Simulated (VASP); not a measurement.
# Hf (P6_3/mmc) in VASP: notebook, part 2 of 2

VASP 6.6.1. The steps go on from the part before.

### Step 5. Relaxation of cell and atoms, PBEsol

This run uses another cell than the first one, of 22.38 Å³/atom, 1.036 times its volume.

INCAR

```
PREC = Accurate
ENCUT = 600
EDIFF = 1E-7
ISMEAR = 0
SIGMA = 0.1
LREAL = False
LASPH = True
NELM = 100
ALGO = Fast
ISIF = 3
LWAVE = False
LCHARG = False
GGA = PS
IBRION = 2
NSW = 100
EDIFFG = -0.005
```

KPOINTS

```
regular mesh
0
Gamma
  15 15 8
```

POSCAR

```
Hf
1.0
    3.1967000000      0.0000000000      0.0000000000
   -1.5983500000      2.7684234083      0.0000000000
    0.0000000000      0.0000000000      5.0578000000
Hf
2
Direct
    0.3333333333      0.6666666667      0.2500000000
    0.6666666667      0.3333333333      0.7500000000
```

Potentials or basis: VASP PAW PBE potentials, release 64 (Hf_pv).

Command:

```bash
$ cat potpaw_PBE.64/Hf_pv/POTCAR > POTCAR
$ mpirun -np 1 vasp_std > vasp.out
```

OUTCAR:

```text
PREC = Accurate
   ENCUT = 600
   EDIFF = 1E-7
   ISMEAR = 0
   LREAL = False
   LASPH = True
   NELM = 100
   ISIF = 3
   GGA = PS
   IBRION = 2
   NSW = 100
   EDIFFG = -0.005

 ion  position               nearest neighbor table
   1  0.333  0.667  0.250-   2 3.13   2 3.13   2 3.13   2 3.13   2 3.13   2 3.13
   2  0.667  0.333  0.750-   1 3.13   1 3.13   1 3.13   1 3.13   1 3.13   1 3.13

  LATTYP: Found a hexagonal cell.
 ALAT       =     3.1967000000
 C/A-ratio  =     1.5821941377

  Lattice vectors:

 A1 = (   3.1967000000,   0.0000000000,   0.0000000000)
 A2 = (  -1.5983500000,   2.7684234083,   0.0000000000)
 A3 = (   0.0000000000,   0.0000000000,   5.0578000000)

Analysis of symmetry for initial positions (statically):
=====================================================================
 Subroutine PRICEL returns:
 Original cell was already a primitive cell.

 Routine SETGRP: Setting up the symmetry group for a
 hexagonal supercell.

 Subroutine GETGRP returns: Found 24 space group operations
 (whereof 12 operations were pure point group operations)
 out of a pool of 24 trial point group operations.

The static configuration has the point symmetry D_3d.
 The point group associated with its full space group is D_6h.

Analysis of symmetry for dynamics (positions and initial velocities):
=====================================================================
 Subroutine PRICEL returns:
 Original cell was already a primitive cell.

 Routine SETGRP: Setting up the symmetry group for a
 hexagonal supercell.

 Subroutine GETGRP returns: Found 24 space group operations
 (whereof 12 operations were pure point group operations)
 out of a pool of 24 trial point group operations.

The dynamic configuration has the point symmetry D_3d.
 The point group associated with its full space group is D_6h.

 Subroutine INISYM returns: Found 24 space group operations
 (whereof 12 operations are pure point group operations),
 and found     1 'primitive' translations

[... 131 lines left out ...]
 maximum number of plane-waves:      1515
 NGX is ok and might be reduce to    28
   NGX = 13   NGY = 13   NGZ = 21

--------------------------------------- Ionic step        1  -------------------------------------------

 number of electron      20.0000001 magnetization

 Free energy of the ion-electron system (eV)
  ---------------------------------------------------
  ext. energy  EPLUGINS =         0.00000000
  ---------------------------------------------------
  free energy    TOTEN  =       -20.98843981 eV

  energy without entropy =      -20.98100412  energy(sigma->0) =      -20.98472196

------------------------ aborting loop because EDIFF is reached ----------------------------------------

  FORCE on cell =-STRESS in cart. coord.  units (eV):
  Direction    XX          YY          ZZ          XY          YZ          ZX
  --------------------------------------------------------------------------------------
  -------------------------------------------------------------------------------------
  Total       -1.1273712     -1.1273712     -1.2067724     -0.0000000      0.0000000      0.0000000
  in kB      -40.3535247    -40.3535247    -43.1956397     -0.0000000      0.0000000      0.0000000
  external PRESSURE =     -41.3008964 kB  Pullay stress =       0.0000000 kB
[... 203 lines left out ...]
--------------------------------------- Ionic step        7  -------------------------------------------

 number of electron      19.9999998 magnetization

 Free energy of the ion-electron system (eV)
  ---------------------------------------------------
  ext. energy  EPLUGINS =         0.00000000
  ---------------------------------------------------
  free energy    TOTEN  =       -21.01083404 eV

  energy without entropy =      -21.00343619  energy(sigma->0) =      -21.00713512

 E-fermi :   5.0298     XC(G=0): -11.5660

 val. band max:        5.0196208512   @ k =   0.0667   0.0667   0.1250
 cond. band min:       5.0440179961   @ k =   0.0667  -0.0000   0.5000
 fundamental gap:      0.0243971449
 Fermi energy:         5.0298363834

 k-point     1 :       0.0000    0.0000    0.0000
  band No.  band energies     occupation
      1     -25.9889      2.00000
      2     -25.1377      2.00000
      3     -25.1377      2.00000
      4     -24.9942      2.00000
      5     -24.9912      2.00000
      6     -24.9912      2.00000
      7      -2.4932      2.00000
      8       1.1922      2.00000
      9       5.8474      0.00000
     10       6.1951      0.00000
     11       6.1951      0.00000
     12       6.5073      0.00000
     13       7.0631      0.00000
     14       7.0631      0.00000
[... 377 lines left out ...]
      1     -25.7220      2.00000
      2     -25.5564      2.00000
      3     -25.5020      2.00000
      4     -25.4524      2.00000
      5     -25.3021      2.00000
      6     -25.2387      2.00000
      7       2.4095      2.00000
      8       2.7357      2.00000
      9       2.9715      2.00000
     10       3.8267      2.00000
     11       5.3963      0.00000
     12       5.7043      0.00000
     13       6.9522      0.00000
     14      10.3020      0.00000

 [... further k-points ...]
[... 5 lines left out ...]
  --------------------------------------------------------------------------------------
  -------------------------------------------------------------------------------------
  Total        0.0000668      0.0000668     -0.0009328      0.0000000      0.0000000      0.0000000
  in kB        0.0024846      0.0024846     -0.0346929      0.0000000      0.0000000      0.0000000
  external PRESSURE =      -0.0099079 kB  Pullay stress =       0.0000000 kB
[... 17 lines left out ...]
  FREE ENERGIE OF THE ION-ELECTRON SYSTEM (eV)
  ---------------------------------------------------
  free  energy   TOTEN  =       -21.0108340424 eV

  energy  without entropy=      -21.0034361937  energy(sigma->0) =      -21.00713512

 reached required accuracy - stopping structural energy minimisation
```

Run time: 5.2 min. Hardware: 1 thread of AMD EPYC 7R13 (Zen 3), shared host; peak memory 0.23 GiB.

Results:

- Free energy: -21.0108 eV
- Relaxed volume: 21.54 Å³/atom
- Relaxed cell: a = 3.158 Å, b = 3.158 Å, c = 4.988 Å, α = 90.00°, β = 90.00°, γ = 120.00°
- Space group after relaxing (to 0.05 Å): P6_3/mmc (No. 194)
- Energy gained by relaxing: 11.2 meV/atom
- Ionic steps: 7
- Pressure after relaxing: 0.0 GPa
- Band gap on the k mesh: zero (band 10 reaches 6.20 eV, above the bottom of band 11 at 4.58 eV)

The path:
| step | energy change (eV) | largest force (eV/Å) | pressure (GPa) | volume (Å³) |
| --- | --- | --- | --- | --- |
| 1 | 0.0000 | 0.0000 | -4.13 | 44.76 |
| 2 | 0.0115 | 0.0000 | 5.78 | 41.13 |
| 3 | -0.0224 | 0.0000 | -0.03 | 43.09 |
| 4 | -0.0224 | 0.0000 | 0.05 | 43.06 |
| 5 | -0.0224 | 0.0000 | -0.04 | 43.09 |
| 6 | -0.0224 | 0.0000 | -0.03 | 43.09 |
| 7 | -0.0224 | 0.0000 | 0.00 | 43.08 |

Final structure:
```xyz
2
Lattice="3.1580 0.0000 0.0000 -1.5790 2.7349 0.0000 0.0000 0.0000 4.9876" Properties=species:S:1:pos:R:3 pbc="T T T"
Hf    0.0000    1.8233    1.2469
Hf    1.5790    0.9116    3.7407
```

Caveat: the PAW data sets were made with another functional, which shifts forces and pressure a little; spin-orbit coupling is left out, which moves the levels of the heavy elements.

### Step 6. The runs side by side

```csv
task,cell,cutoff (eV),smearing,gap on the mesh (eV),pressure (GPa),relaxed volume (Å³/atom)
single point,"a = 3.160, b = 3.160, c = 4.996 Å, angles 90.0, 90.0, 120.0°, 2 atoms",520,gaussian 0.1 eV,none,-0.4,-
single point,"a = 3.157, b = 3.157, c = 5.013 Å, angles 90.0, 90.0, 120.0°, 2 atoms",520,fermi-dirac 0.15 eV,none,-0.4,-
relaxation of cell and atoms,"relaxed from a = 3.160, b = 3.160, c = 4.996 Å, angles 90.0, 90.0, 120.0°, 2 atoms",600,fermi-dirac 0.15 eV,none,0.0,21.57
relaxation of cell and atoms,"relaxed from a = 3.197, b = 3.197, c = 5.058 Å, angles 90.0, 90.0, 120.0°, 2 atoms",600,gaussian 0.1 eV,none,0.0,21.54
```

Alike in all rows: level PBEsol; potentials or basis VASP PAW PBE potentials, release 64 (Hf_pv); no spin polarisation; k mesh 15 × 15 × 8.

Caveats: the PAW data sets were made with another functional, which shifts forces and pressure a little; spin-orbit coupling is left out, which moves the levels of the heavy elements.

Total energies depend on the potentials used, so only differences within one code and one set of settings carry meaning.
